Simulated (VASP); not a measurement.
# PbO (P4/nmm) in VASP: further runs

PbO is run at these levels: PBE+D3(BJ); tasks: single point, relaxation of cell and atoms.

Everything below comes from runs of VASP 6.6.1. Logs are shortened: lines on timing, memory, paths and dates and some standing lists are left out, and cuts for length are marked.

**1. The cell of the first run**

Symmetry: P4/nmm, No. 129, tetragonal system. Conventional cell: a = 4.034 Å, b = 4.034 Å, c = 4.993 Å, α = 90.00°, β = 90.00°, γ = 90.00°. Within 3.1 Å of Pb (site symmetry 4mm) lie 4 O at 2.34 Å. O (site symmetry -4m2) has 4 Pb at 2.34 Å and 4 O at 2.85 Å within 3.1 Å.

**2. Single point, PBE+D3(BJ)**

The input, INCAR:

```
PREC = Accurate
ENCUT = 520
EDIFF = 1E-6
ISMEAR = 0
SIGMA = 0.02
LREAL = False
LASPH = True
NELM = 60
ALGO = Normal
ISIF = 2
LWAVE = False
LCHARG = False
GGA = PE
IVDW = 12
NBANDS = 28
```

The input, KPOINTS:

```
Automatic mesh
0
Gamma
  8 8 6
```

The input, POSCAR:

```
PbO
1.0
    4.0342382137      0.0000000000      0.0000000000
    0.0000000000      4.0342382137      0.0000000000
    0.0000000000      0.0000000000      4.9930494002
Pb O
2 2
Direct
    0.5000000000      0.0000000000      0.2377668861
    0.0000000000      0.5000000000      0.7622331139
    0.0000000000      0.0000000000      0.0000000000
    0.5000000000      0.5000000000      0.0000000000
```

Potentials or basis: VASP PAW PBE potentials, release 64 (Pb_d, O).

Started as:

```console
> cat potpaw_PBE.64/Pb_d/POTCAR potpaw_PBE.64/O/POTCAR > POTCAR
> mpirun -np 1 vasp_std > vasp.out
```

OUTCAR:

```text
PREC = Accurate
   ENCUT = 520
   EDIFF = 1E-6
   ISMEAR = 0
   LREAL = False
   LASPH = True
   NELM = 60
   ISIF = 2
   GGA = PE
   IVDW = 12
 IVDW          = 12

 ion  position               nearest neighbor table
   1  0.500  0.000  0.238-   3 2.34   4 2.34   4 2.34   3 2.34   2 3.71   2 3.71   2 3.71   2 3.71
                             2 3.87   2 3.87   2 3.87   2 3.87
   2  0.000  0.500  0.762-   3 2.34   4 2.34   3 2.34   4 2.34   1 3.71   1 3.71   1 3.71   1 3.71
                             1 3.87   1 3.87   1 3.87   1 3.87
   3  0.000  0.000  0.000-   1 2.34   2 2.34   2 2.34   1 2.34
   4  0.500  0.500  0.000-   1 2.34   2 2.34   1 2.34   2 2.34

  LATTYP: Found a simple tetragonal cell.
 ALAT       =     4.0342382137
 C/A-ratio  =     1.2376684607

  Lattice vectors:

 A1 = (   4.0342382137,   0.0000000000,   0.0000000000)
 A2 = (   0.0000000000,   4.0342382137,   0.0000000000)
 A3 = (   0.0000000000,   0.0000000000,   4.9930494002)

Analysis of symmetry for initial positions (statically):
=====================================================================
 Subroutine PRICEL returns:
 Original cell was already a primitive cell.

 Routine SETGRP: Setting up the symmetry group for a
 simple tetragonal supercell.

 Subroutine GETGRP returns: Found 16 space group operations
 (whereof  8 operations were pure point group operations)
 out of a pool of 16 trial point group operations.

The static configuration has the point symmetry D_2d.
 The point group associated with its full space group is D_4h.

Analysis of symmetry for dynamics (positions and initial velocities):
=====================================================================
 Subroutine PRICEL returns:
 Original cell was already a primitive cell.

 Routine SETGRP: Setting up the symmetry group for a
 simple tetragonal supercell.

 Subroutine GETGRP returns: Found 16 space group operations
 (whereof  8 operations were pure point group operations)
 out of a pool of 16 trial point group operations.

The dynamic configuration has the point symmetry D_2d.
 The point group associated with its full space group is D_4h.

 Subroutine INISYM returns: Found 16 space group operations
 (whereof  8 operations are pure point group operations),
 and found     1 'primitive' translations

----------------------------------------------------------------------------------------

                                     Primitive cell

  volume of cell :      81.2623

  direct lattice vectors                    reciprocal lattice vectors
     4.034238214  0.000000000  0.000000000     0.247878273  0.000000000  0.000000000
     0.000000000  4.034238214  0.000000000     0.000000000  0.247878273  0.000000000
     0.000000000  0.000000000  4.993049400     0.000000000  0.000000000  0.200278411

  length of vectors
     4.034238214  4.034238214  4.993049400     0.247878273  0.247878273  0.200278411

  position of ions in fractional coordinates (direct lattice)
     0.500000000  0.000000000  0.237766886
     0.000000000  0.500000000  0.762233114
     0.000000000  0.000000000  0.000000000
     0.500000000  0.500000000  0.000000000

  ion indices of the primitive-cell ions
   primitive index   ion index
                 1           1
                 2           2
                 3           3
                 4           4

----------------------------------------------------------------------------------------

 KPOINTS: Automatic mesh

Automatic generation of k-mesh.
 Grid dimensions read from file:
 generate k-points for:    8    8    6

 Generating k-lattice:

  Cartesian coordinates                     Fractional coordinates (reciprocal lattice)
     0.030984784  0.000000000  0.000000000     0.125000000  0.000000000  0.000000000
     0.000000000  0.030984784  0.000000000     0.000000000  0.125000000  0.000000000
     0.000000000  0.000000000  0.033379735     0.000000000  0.000000000  0.166666667

  Length of vectors
     0.030984784  0.030984784  0.033379735

  Shift w.r.t. Gamma in fractional coordinates (k-lattice)
     0.000000000  0.000000000  0.000000000

 Subroutine IBZKPT returns following result:
 ===========================================

 Found     60 irreducible k-points:

 Following reciprocal coordinates:
            Coordinates               Weight
  0.000000  0.000000  0.000000      1.000000
  0.125000  0.000000  0.000000      4.000000
  0.250000  0.000000  0.000000      4.000000
  0.375000  0.000000  0.000000      4.000000
  0.500000  0.000000  0.000000      2.000000
  0.125000  0.125000  0.000000      4.000000
[... 16 lines left out ...]
  0.375000  0.125000  0.166667     16.000000
  0.500000  0.125000  0.166667      8.000000
 [... further k-points ...]
   k-points           NKPTS =     60   k-points in BZ     NKDIM =     60   number of bands    NBANDS=     28
   number of dos      NEDOS =    301   number of ions     NIONS =      4
   total plane-waves  NPLWV =  36000
   dimension x,y,z NGX =    30 NGY =   30 NGZ =   40
   dimension x,y,z NGXF=    60 NGYF=   60 NGZF=   80
   ions per type =               2   2
   NGX,Y,Z   is equivalent  to a cutoff of  12.36, 12.36, 13.32 a.u.
   NGXF,Y,Z  is equivalent  to a cutoff of  24.73, 24.73, 26.64 a.u.
 SYSTEM =  unknown system
   PREC   = accura    normal or accurate (medium, high low for compatibility)
   ISTART =      0    job   : 0-new  1-cont  2-samecut
   ICHARG =      2    charge: 1-file 2-atom 10-const
   ISPIN  =      1    spin polarized calculation?
   LNONCOLLINEAR =      F non collinear calculations
   LSORBIT =      F    spin-orbit coupling
   LASPH  =      T    aspherical Exc in radial PAW
   ENCUT  =  520.0 eV  38.22 Ry    6.18 a.u.   7.50  7.50  9.28*2*pi/ulx,y,z
   NELM   =     60;   NELMIN=  2; NELMDL= -5     # of ELM steps
   EDIFF  = 0.1E-05   stopping-criterion for ELM
   LREAL  =      F    real-space projection
   EDIFFG = 0.1E-04   stopping-criterion for IOM
   NSW    =      0    number of steps for IOM
   IBRION =     -1    ionic relax: 0-MD 1-quasi-New 2-CG
   NFREE  =      0    steps in history (QN), initial steepest desc. (CG)
   ISIF   =      2    stress and relaxation
   ISYM   =      2    0-nonsym 1-usesym 2-fastsym
   POTIM  = 0.5000    time-step for ionic-motion
   TEBEG  =    0.0;   TEEND  =   0.0 temperature during run
   PSTRESS=    0.0 pullay stress
   NELECT =      40.0000    total number of electrons
   NUPDOWN=      -1.0000    fix difference up-down
   EMIN   =  10.00;   EMAX   =-10.00  energy-range for DOS
   EFERMI =   0.00;   METHOD = LEGACY
   ISMEAR =     0;   SIGMA  =   0.02  broadening in eV -4-tet -1-fermi 0-gaus
   EFERMI_NEDOS =   21; number of points for ismear=-14 and -15
   IALGO  =     38    algorithm
   IMIX   =      4    mixing-type and parameters
     AMIX     =   0.40;   BMIX     =  1.00
     AMIX_MAG =   1.60;   BMIX_MAG =  1.00
  volume/ion in A,a.u.               =      20.32       137.10
  Fermi-wavevector in a.u.,A,eV,Ry     =   1.292603  2.442666 22.732923  1.670823
  Thomas-Fermi vector in A             =   2.424301
   LORBIT       =      0    0 simple, 1 ext, 2 COOP (PROOUT), +10 PAW based schemes
   GGA     = PE    functional components
   LHFCALC =     F    Hartree Fock is set to
   AEXX    =    0.0000 exact exchange contribution
   IVDW    =    12    specifies the selected vdW correction
   LEPSILON=     F    determine dielectric tensor
   LRPA    =     F    only Hartree local field effects (RPA)
 non-spin polarized calculation
 Gauss-broadening in eV      SIGMA  =   0.02
  energy-cutoff  :      520.00
  volume of cell :       81.26
 maximum number of plane-waves:      2222
   NGX = 15   NGY = 15   NGZ = 19

 number of electron      40.0000001 magnetization

 Free energy of the ion-electron system (eV)
  ---------------------------------------------------
  ext. energy  EPLUGINS =         0.00000000
  ---------------------------------------------------
  free energy    TOTEN  =       -21.46401229 eV

  energy without entropy =      -21.46401229  energy(sigma->0) =      -21.46401229

 E-fermi :   4.9884     XC(G=0):  -9.7296

 val. band max:        4.8220812366   @ k =   0.1250   0.0000   0.0000
 cond. band min:       6.0943405580   @ k =   0.5000   0.5000   0.0000
 fundamental gap:      1.2722593214
 Fermi energy:         4.9884257110

 k-point     1 :       0.0000    0.0000    0.0000
  band No.  band energies     occupation
      1     -13.2511      2.00000
      2     -12.8128      2.00000
      3     -11.1136      2.00000
      4     -11.1136      2.00000
      5     -11.0626      2.00000
      6     -11.0252      2.00000
[... 20 lines left out ...]
     27      12.3658      0.00000
     28      12.9192      0.00000

 k-point     2 :       0.1250    0.0000    0.0000
  band No.  band energies     occupation
      1     -13.2214      2.00000
      2     -12.8203      2.00000
      3     -11.1066      2.00000
      4     -11.1047      2.00000
      5     -11.0526      2.00000
      6     -11.0175      2.00000
[... 20 lines left out ...]
     27      12.5618      0.00000
     28      13.8444      0.00000

 k-point     3 :       0.2500    0.0000    0.0000
  band No.  band energies     occupation
      1     -13.1454      2.00000
      2     -12.8458      2.00000
      3     -11.0869      2.00000
      4     -11.0801      2.00000
      5     -11.0235      2.00000
      6     -10.9979      2.00000
[... 20 lines left out ...]
     27      12.8116      0.00000
     28      15.5700      0.00000

 k-point     4 :       0.3750    0.0000    0.0000
  band No.  band energies     occupation
      1     -13.0512      2.00000
      2     -12.8935      2.00000
      3     -11.0588      2.00000
      4     -11.0482      2.00000
      5     -11.0026      2.00000
      6     -10.9968      2.00000
[... 578 lines left out ...]
     27      13.6846      0.00000
     28      15.1694      0.00000

 k-point    23 :       0.3750    0.1250    0.1667
  band No.  band energies     occupation
      1     -13.0399      2.00000
      2     -12.8953      2.00000
      3     -11.0651      2.00000
      4     -11.0363      2.00000
      5     -11.0090      2.00000
      6     -10.9866      2.00000
[... 20 lines left out ...]
     27      13.9628      0.00000
     28      14.5657      0.00000

 k-point    24 :       0.5000    0.1250    0.1667
  band No.  band energies     occupation
      1     -12.9605      2.00000
      2     -12.9605      2.00000
      3     -11.0430      2.00000
      4     -11.0430      2.00000
      5     -11.0023      2.00000
      6     -11.0023      2.00000
[... 20 lines left out ...]
     27      14.2407      0.00000
     28      14.2407      0.00000

 [... further k-points ...]

------------------------ aborting loop because EDIFF is reached ----------------------------------------

 Edisp (eV)   -0.93415

 E8    (eV) :    -0.4283

  FORCE on cell =-STRESS in cart. coord.  units (eV):
  Direction    XX          YY          ZZ          XY          YZ          ZX
  --------------------------------------------------------------------------------------
  -------------------------------------------------------------------------------------
  Total       0.04752     0.04752     0.03272     0.00000    -0.00000     0.00000
  in kB       0.93696     0.93696     0.64518     0.00000    -0.00000     0.00000
  external pressure =        0.84 kB  Pullay stress =        0.00 kB

 VOLUME and BASIS-vectors are now :
 -----------------------------------------------------------------------------
  energy-cutoff  :      520.00
  volume of cell :       81.26
      direct lattice vectors                 reciprocal lattice vectors
     4.034238214  0.000000000  0.000000000     0.247878273  0.000000000  0.000000000
     0.000000000  4.034238214  0.000000000     0.000000000  0.247878273  0.000000000
     0.000000000  0.000000000  4.993049400     0.000000000  0.000000000  0.200278411

 POSITION                                       TOTAL-FORCE (eV/Angst)
 -----------------------------------------------------------------------------------
      2.01712      0.00000      1.18718        -0.000000     -0.000000      0.038612
      0.00000      2.01712      3.80587         0.000000     -0.000000     -0.038612
      0.00000      0.00000      0.00000         0.000000      0.000000      0.000000
      2.01712      2.01712      0.00000         0.000000     -0.000000      0.000000
 -----------------------------------------------------------------------------------
    total drift:                                0.000000      0.000000      0.000000

  FREE ENERGIE OF THE ION-ELECTRON SYSTEM (eV)
  ---------------------------------------------------
  free  energy   TOTEN  =       -22.3981630767 eV

  energy  without entropy=      -22.3981630767  energy(sigma->0) =      -22.39816308
```

Run time: 1.8 min. Hardware: 1 thread of Intel Xeon 6455B, shared host; peak memory 0.26 GiB.

What came out:

* Free energy: -22.3982 eV
* Pressure: 0.1 GPa
* Largest force: 0.039 eV/Å
* Band gap on the k mesh: 1.27 eV (least direct gap 2.18 eV)
* Dispersion energy per atom: -0.234 eV

Forces on the atoms (eV/Å):
```
Pb   0.000  0.000  0.039
Pb   0.000  0.000 -0.039
O    0.000  0.000  0.000
O    0.000  0.000  0.000
```

Caveat: spin-orbit coupling is left out, which moves the levels of the heavy elements. A k mesh can miss the band edges.

(Part 1 of 2 ends here.)
